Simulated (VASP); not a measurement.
# Ca3Nb (P6_3/mmc) in VASP: further runs

Ca3Nb is run at these levels: PBE; tasks: single point, relaxation of cell and atoms.

All numbers are computed with VASP 6.6.1; they aren't measurements. Logs are shortened: lines on timing, memory, paths and dates and some standing lists are left out, and cuts for length are marked.

**1. The cell of the first run**

Symmetry: P6_3/mmc, No. 194, hexagonal system. The conventional cell has a = 7.193 Å, b = 7.193 Å, c = 5.605 Å, α = 90.00°, β = 90.00°, γ = 120.00°. Ca (site symmetry mm2) has 8 Ca at 3.36 to 3.84 Å and 4 Nb at 3.41 to 3.60 Å within 4.4 Å. Within 4.5 Å of Nb (site symmetry -6m2) lie 12 Ca at 3.41 to 3.60 Å.

**2. Single point, PBE**

INCAR

```
SYSTEM = Ca3Nb
ALGO = Fast ; EDIFF = 1E-6
ENCUT = 520 ; GGA = PE
ISIF = 2 ; ISMEAR = 0
LASPH = .True. ; LCHARG = .True.
LELF = .True. ; LREAL = .False.
LVHAR = .True. ; LWAVE = .False.
NBANDS = 53 ; NELM = 80
PREC = Accurate ; SIGMA = 0.1
```

KPOINTS

```
k-points
0
Gamma
  3 3 4
  0 0 0
```

POSCAR

```
Ca3Nb
1.0
    7.1928659241      0.0000000000      0.0000000000
   -3.5964329621      6.2292046163      0.0000000000
    0.0000000000      0.0000000000      5.6053521701
Ca Nb
6 2
Direct
    0.8221903511      0.6443807023      0.2500000000
    0.1778096489      0.8221903511      0.7500000000
    0.3556192977      0.1778096489      0.2500000000
    0.1778096489      0.3556192977      0.7500000000
    0.8221903511      0.1778096489      0.2500000000
    0.6443807023      0.8221903511      0.7500000000
    0.3333333333      0.6666666667      0.2500000000
    0.6666666667      0.3333333333      0.7500000000
```

Potentials or basis: VASP PAW PBE potentials, release 64 (Ca_sv, Nb_sv).

On the command line:

```sh
$ cat potpaw_PBE.64/Ca_sv/POTCAR potpaw_PBE.64/Nb_sv/POTCAR > POTCAR
$ mpirun -np 1 vasp_std > vasp.out
```

OUTCAR:

```text
SYSTEM = Ca3Nb
   EDIFF = 1E-6
   ENCUT = 520
   GGA = PE
   ISIF = 2
   ISMEAR = 0
   LASPH = .True.
   LREAL = .False.
   NELM = 80
   PREC = Accurate

 ion  position               nearest neighbor table
   1  0.822  0.644  0.250-
   2  0.178  0.822  0.750-
   3  0.356  0.178  0.250-
   4  0.178  0.356  0.750-
   5  0.822  0.178  0.250-
   6  0.644  0.822  0.750-
   7  0.333  0.667  0.250-
   8  0.667  0.333  0.750-

  LATTYP: Found a hexagonal cell.
 ALAT       =     7.1928659241
 C/A-ratio  =     0.7792932927

  Lattice vectors:

 A1 = (   7.1928659241,   0.0000000000,   0.0000000000)
 A2 = (  -3.5964329621,   6.2292046163,   0.0000000000)
 A3 = (   0.0000000000,   0.0000000000,   5.6053521701)

Analysis of symmetry for initial positions (statically):
=====================================================================
 Subroutine PRICEL returns:
 Original cell was already a primitive cell.

 Routine SETGRP: Setting up the symmetry group for a
 hexagonal supercell.

 Subroutine GETGRP returns: Found 24 space group operations
 (whereof 12 operations were pure point group operations)
 out of a pool of 24 trial point group operations.

The static configuration has the point symmetry D_3d.
 The point group associated with its full space group is D_6h.

Analysis of symmetry for dynamics (positions and initial velocities):
=====================================================================
 Subroutine PRICEL returns:
 Original cell was already a primitive cell.

 Routine SETGRP: Setting up the symmetry group for a
 hexagonal supercell.

 Subroutine GETGRP returns: Found 24 space group operations
 (whereof 12 operations were pure point group operations)
 out of a pool of 24 trial point group operations.

The dynamic configuration has the point symmetry D_3d.
 The point group associated with its full space group is D_6h.

 Subroutine INISYM returns: Found 24 space group operations
 (whereof 12 operations are pure point group operations),
 and found     1 'primitive' translations

----------------------------------------------------------------------------------------

                                     Primitive cell

  volume of cell :     251.1525

  direct lattice vectors                    reciprocal lattice vectors
     7.192865924  0.000000000  0.000000000     0.139026643  0.080267070  0.000000000
    -3.596432962  6.229204616  0.000000000     0.000000000  0.160534139  0.000000000
     0.000000000  0.000000000  5.605352170     0.000000000  0.000000000  0.178400923

  length of vectors
     7.192865924  7.192865924  5.605352170     0.160534139  0.160534139  0.178400923

  position of ions in fractional coordinates (direct lattice)
     0.822190351  0.644380702  0.250000000
     0.177809649  0.822190351  0.750000000
     0.355619298  0.177809649  0.250000000
     0.177809649  0.355619298  0.750000000
     0.822190351  0.177809649  0.250000000
     0.644380702  0.822190351  0.750000000
     0.333333333  0.666666667  0.250000000
     0.666666667  0.333333333  0.750000000

  ion indices of the primitive-cell ions
   primitive index   ion index
                 1           1
                 2           2
                 3           3
                 4           4
                 5           5
                 6           6
                 7           7
                 8           8

----------------------------------------------------------------------------------------

 KPOINTS: k-points

Automatic generation of k-mesh.
 Grid dimensions read from file:
 generate k-points for:    3    3    4

 Generating k-lattice:

  Cartesian coordinates                     Fractional coordinates (reciprocal lattice)
     0.046342214  0.026755690  0.000000000     0.333333333 -0.000000000  0.000000000
     0.000000000  0.053511380  0.000000000     0.000000000  0.333333333  0.000000000
     0.000000000  0.000000000  0.044600231     0.000000000  0.000000000  0.250000000

  Length of vectors
     0.053511380  0.053511380  0.044600231

  Shift w.r.t. Gamma in fractional coordinates (k-lattice)
     0.000000000  0.000000000  0.000000000

 Subroutine IBZKPT returns following result:
 ===========================================

 Found      9 irreducible k-points:

 Following reciprocal coordinates:
            Coordinates               Weight
  0.000000  0.000000  0.000000      1.000000
  0.333333  0.000000  0.000000      6.000000
  0.333333  0.333333  0.000000      2.000000
  0.000000  0.000000  0.250000      2.000000
  0.333333  0.000000  0.250000     12.000000
  0.333333  0.333333  0.250000      4.000000
  0.000000  0.000000  0.500000      1.000000
  0.333333  0.000000  0.500000      6.000000
  0.333333  0.333333  0.500000      2.000000
   k-points           NKPTS =      9   k-points in BZ     NKDIM =      9   number of bands    NBANDS=     53
   number of dos      NEDOS =    301   number of ions     NIONS =      8
   total plane-waves  NPLWV = 122472
   dimension x,y,z NGX =    54 NGY =   54 NGZ =   42
   dimension x,y,z NGXF=   108 NGYF=  108 NGZF=   84
   ions per type =               6   2
   NGX,Y,Z   is equivalent  to a cutoff of  12.48, 12.48, 12.46 a.u.
   NGXF,Y,Z  is equivalent  to a cutoff of  24.96, 24.96, 24.91 a.u.
 SYSTEM =  Ca3Nb
   PREC   = accura    normal or accurate (medium, high low for compatibility)
   ISTART =      0    job   : 0-new  1-cont  2-samecut
   ICHARG =      2    charge: 1-file 2-atom 10-const
   ISPIN  =      1    spin polarized calculation?
   LNONCOLLINEAR =      F non collinear calculations
   LSORBIT =      F    spin-orbit coupling
   LASPH  =      T    aspherical Exc in radial PAW
   ENCUT  =  520.0 eV  38.22 Ry    6.18 a.u.  13.37 13.37 10.42*2*pi/ulx,y,z
   NELM   =     80;   NELMIN=  2; NELMDL= -5     # of ELM steps
   EDIFF  = 0.1E-05   stopping-criterion for ELM
   LREAL  =      F    real-space projection
   EDIFFG = 0.1E-04   stopping-criterion for IOM
   NSW    =      0    number of steps for IOM
   IBRION =     -1    ionic relax: 0-MD 1-quasi-New 2-CG
   NFREE  =      0    steps in history (QN), initial steepest desc. (CG)
   ISIF   =      2    stress and relaxation
   ISYM   =      2    0-nonsym 1-usesym 2-fastsym
   POTIM  = 0.5000    time-step for ionic-motion
   TEBEG  =    0.0;   TEEND  =   0.0 temperature during run
   PSTRESS=    0.0 pullay stress
   NELECT =      86.0000    total number of electrons
   NUPDOWN=      -1.0000    fix difference up-down
   EMIN   =  10.00;   EMAX   =-10.00  energy-range for DOS
   EFERMI =   0.00;   METHOD = LEGACY
   ISMEAR =     0;   SIGMA  =   0.10  broadening in eV -4-tet -1-fermi 0-gaus
   EFERMI_NEDOS =   21; number of points for ismear=-14 and -15
   IALGO  =     68    algorithm
   IMIX   =      4    mixing-type and parameters
     AMIX     =   0.40;   BMIX     =  1.00
     AMIX_MAG =   1.60;   BMIX_MAG =  1.00
  volume/ion in A,a.u.               =      31.39       211.86
  Fermi-wavevector in a.u.,A,eV,Ry     =   1.145324  2.164349 17.847685  1.311768
  Thomas-Fermi vector in A             =   2.282013
   LORBIT       =      0    0 simple, 1 ext, 2 COOP (PROOUT), +10 PAW based schemes
   GGA     = PE    functional components
   LHFCALC =     F    Hartree Fock is set to
   AEXX    =    0.0000 exact exchange contribution
   IVDW    =     0    specifies the selected vdW correction
   LEPSILON=     F    determine dielectric tensor
   LRPA    =     F    only Hartree local field effects (RPA)
 non-spin polarized calculation
 RMM-DIIS sequential band-by-band and
 Gauss-broadening in eV      SIGMA  =   0.10
  energy-cutoff  :      520.00
  volume of cell :      251.15
 maximum number of plane-waves:      6813
 NGX is ok and might be reduce to    54
   NGX = 27   NGY = 27   NGZ = 21

 number of electron      85.9999991 magnetization

 Free energy of the ion-electron system (eV)
  ---------------------------------------------------
  ext. energy  EPLUGINS =         0.00000000
  ---------------------------------------------------
  free energy    TOTEN  =       -26.60838215 eV

  energy without entropy =      -26.49734691  energy(sigma->0) =      -26.55286453

 E-fermi :   3.5599     XC(G=0):  -8.9510

 val. band max:        3.5556384680   @ k =   0.3333   0.0000   0.5000
 cond. band min:       3.5695058751   @ k =   0.3333   0.3333   0.5000
 fundamental gap:      0.0138674071
 Fermi energy:         3.5598543410

 k-point     1 :       0.0000    0.0000    0.0000
  band No.  band energies     occupation
      1     -51.3409      2.00000
      2     -51.3408      2.00000
      3     -37.4339      2.00000
      4     -37.4030      2.00000
      5     -37.3972      2.00000
      6     -37.3972      2.00000
[... 45 lines left out ...]
     52       5.4417      0.00000
     53       6.1684      0.00000

 k-point     2 :       0.3333    0.0000    0.0000
  band No.  band energies     occupation
      1     -51.3409      2.00000
      2     -51.3408      2.00000
      3     -37.4265      2.00000
      4     -37.4101      2.00000
      5     -37.3992      2.00000
      6     -37.3974      2.00000
[... 45 lines left out ...]
     52       5.9522      0.00000
     53       5.9769      0.00000

 k-point     3 :       0.3333    0.3333    0.0000
  band No.  band energies     occupation
      1     -51.3409      2.00000
      2     -51.3409      2.00000
      3     -37.4160      2.00000
      4     -37.4160      2.00000
      5     -37.4098      2.00000
      6     -37.3875      2.00000
[... 45 lines left out ...]
     52       5.0573      0.00000
     53       5.6221      0.00000
[... 225 lines left out ...]
 k-point     8 :       0.3333    0.0000    0.5000
  band No.  band energies     occupation
      1     -51.3409      2.00000
      2     -51.3409      2.00000
      3     -37.4157      2.00000
      4     -37.4157      2.00000
      5     -37.3927      2.00000
      6     -37.3927      2.00000
[... 45 lines left out ...]
     52       4.6886      0.00000
     53       5.6271      0.00000

 k-point     9 :       0.3333    0.3333    0.5000
  band No.  band energies     occupation
      1     -51.3409      2.00000
      2     -51.3409      2.00000
      3     -37.4139      2.00000
      4     -37.4139      2.00000
      5     -37.3945      2.00000
      6     -37.3945      2.00000
[... 45 lines left out ...]
     52       4.7066      0.00000
     53       5.4509      0.00000

------------------------ aborting loop because EDIFF is reached ----------------------------------------

  FORCE on cell =-STRESS in cart. coord.  units (eV):
  Direction    XX          YY          ZZ          XY          YZ          ZX
  --------------------------------------------------------------------------------------
  -------------------------------------------------------------------------------------
  Total        0.2339026      0.2339026     -0.0300813     -0.0000000      0.0000000      0.0000000
  in kB        1.4921350      1.4921350     -0.1918979     -0.0000000      0.0000000      0.0000000
  external PRESSURE =       0.9307907 kB  Pullay stress =       0.0000000 kB

 VOLUME and BASIS-vectors are now :
 -----------------------------------------------------------------------------
  energy-cutoff  :      520.00
  volume of cell :      251.15
      direct lattice vectors                 reciprocal lattice vectors
     7.192865924  0.000000000  0.000000000     0.139026643  0.080267070  0.000000000
    -3.596432962  6.229204616  0.000000000     0.000000000  0.160534139  0.000000000
     0.000000000  0.000000000  5.605352170     0.000000000  0.000000000  0.178400923

 POSITION                                       TOTAL-FORCE (eV/Angst)
 -----------------------------------------------------------------------------------
      3.59643      4.01398      1.40134         0.000000     -0.001488     -0.000000
     -1.67799      5.12159      4.20401         0.001289     -0.000744      0.000000
      1.91844      1.10761      1.40134         0.001289      0.000744      0.000000
      0.00000      2.21523      4.20401        -0.000000      0.001488     -0.000000
      5.27442      1.10761      1.40134        -0.001289      0.000744     -0.000000
      1.67799      5.12159      4.20401        -0.001289     -0.000744      0.000000
     -0.00000      4.15280      1.40134         0.000000     -0.000000      0.000000
      3.59643      2.07640      4.20401         0.000000     -0.000000      0.000000
 -----------------------------------------------------------------------------------
    total drift:                                0.000000     -0.000000      0.000000

  FREE ENERGIE OF THE ION-ELECTRON SYSTEM (eV)
  ---------------------------------------------------
  free  energy   TOTEN  =       -26.6083821521 eV

  energy  without entropy=      -26.4973469141  energy(sigma->0) =      -26.55286453
```

Wall time 5.1 min (1 thread of AMD EPYC 9R45 (Zen 5), shared host); peak memory 0.37 GiB.

Results:

```
Free energy            : -26.6084 eV
Pressure               : 0.1 GPa
Band gap on the k mesh : zero (bands 43 and 44 overlap by 0.30 eV)
```

Levels at points of the mesh, in eV from the Fermi level:
```tsv
k point	band 39	band 40	band 41	band 42	band 43	band 44	band 45	band 46	band 47	band 48
(0.00, 0.00, 0.00)	-0.78	-0.64	-0.64	-0.56	-0.45	0.16	0.16	0.41	0.47	0.47
(0.00, 0.00, 0.50)	-0.97	-0.97	0.08	0.08	0.08	0.08	0.16	0.16	0.97	0.97
```

**3. Relaxation of cell and atoms, PBE**

This run uses another cell than the first one, of 25.49 Å³/atom.

INCAR

```
SYSTEM = Ca3Nb
PREC = Accurate
ENCUT = 600
EDIFF = 1E-6
ISMEAR = 0
SIGMA = 0.1
LREAL = .False.
LASPH = .True.
NELM = 80
ALGO = Fast
ISIF = 3
LWAVE = .False.
LCHARG = .False.
GGA = PE
IBRION = 2
NSW = 90
EDIFFG = -0.04
```

KPOINTS

```
Automatic mesh
0
Gamma
  3 3 4
  0 0 0
```

POSCAR

```
Ca3Nb
1.0
    6.6443104933      0.0000000000      0.0000000000
   -3.3221552467      5.7541416779      0.0000000000
    0.0000000000      0.0000000000      5.3330843370
Ca Nb
6 2
Direct
    0.8330000000      0.6660000000      0.2500000000
    0.1670000000      0.8330000000      0.7500000000
    0.3340000000      0.1670000000      0.2500000000
    0.1670000000      0.3340000000      0.7500000000
    0.8330000000      0.1670000000      0.2500000000
    0.6660000000      0.8330000000      0.7500000000
    0.3333333333      0.6666666667      0.2500000000
    0.6666666667      0.3333333333      0.7500000000
```

Potentials or basis: VASP PAW PBE potentials, release 64 (Ca_sv, Nb_sv).

On the command line:

```sh
$ cat potpaw_PBE.64/Ca_sv/POTCAR potpaw_PBE.64/Nb_sv/POTCAR > POTCAR
$ mpirun -np 1 vasp_std > vasp.out
```

Wall time 38 min (1 thread of AMD EPYC 9R45 (Zen 5), shared host); peak memory 0.42 GiB.

It converged, with:

- Free energy: -26.5978 eV
- Relaxed volume: 31.56 Å³/atom
- Relaxed cell: a = 7.207 Å, b = 7.207 Å, c = 5.613 Å, α = 90.00°, β = 90.00°, γ = 120.00°
- Space group after relaxing (to 0.1 Å): P6_3/mmc (No. 194)
- Energy gained by relaxing: 185.5 meV/atom
- Ionic steps: 9
- Pressure after relaxing: -0.1 GPa
- Largest force after relaxing: 0.005 eV/Å
- Band gap on the k mesh: zero (bands 43 and 44 overlap by 0.30 eV)

Forces on the atoms (eV/Å):
```
Ca   0.000  0.005  0.000
Ca  -0.004  0.002  0.000
Ca  -0.004 -0.002  0.000
Ca   0.000 -0.005  0.000
Ca   0.004 -0.002  0.000
Ca   0.004  0.002  0.000
Nb   0.000  0.000  0.000
Nb   0.000  0.000  0.000
```

Stress tensor (GPa, compression positive):
```
-0.06  0.00  0.00
 0.00 -0.06  0.00
 0.00  0.00 -0.19
```

The path:
| step | energy change (eV) | largest force (eV/Å) | pressure (GPa) | volume (Å³) |
| --- | --- | --- | --- | --- |
| 1 | 0.0000 | 0.9393 | 8.74 | 203.90 |
| 2 | -1.3316 | 0.5538 | 0.40 | 247.75 |
| 3 | -1.3509 | 0.4988 | -0.48 | 254.78 |
| 4 | -1.3505 | 0.5072 | -0.34 | 253.69 |
| 5 | -1.4211 | 0.3364 | -0.17 | 252.23 |
| 6 | -1.4751 | 0.0364 | 0.30 | 249.27 |
| 7 | -1.4754 | 0.0096 | 0.25 | 249.49 |
| 8 | -1.4835 | 0.0057 | -0.02 | 251.73 |
| 9 | -1.4842 | 0.0046 | -0.11 | 252.51 |

Final structure:
```
CELL_PARAMETERS angstrom
7.20704 0.00000 0.00000
-3.60352 6.24148 0.00000
0.00000 0.00000 5.61340
ATOMIC_POSITIONS crystal
Ca 0.82207 0.64415 0.25000
Ca 0.17793 0.82207 0.75000
Ca 0.35585 0.17793 0.25000
Ca 0.17793 0.35585 0.75000
Ca 0.82207 0.17793 0.25000
Ca 0.64415 0.82207 0.75000
Nb 0.33333 0.66667 0.25000
Nb 0.66667 0.33333 0.75000
```

Levels at points of the mesh, in eV from the Fermi level:
```
           k point  band 41  band 42  band 43  band 44  band 45  band 46
(0.00, 0.00, 0.00)    -0.63    -0.56    -0.45     0.16     0.16     0.42
(0.00, 0.00, 0.50)     0.08     0.08     0.08     0.08     0.17     0.17
```

Caveat: the k points lie up to 0.34 Å⁻¹ apart in the final cell; the volume moved by over 15 % at a fixed basis, so the end points are rough.
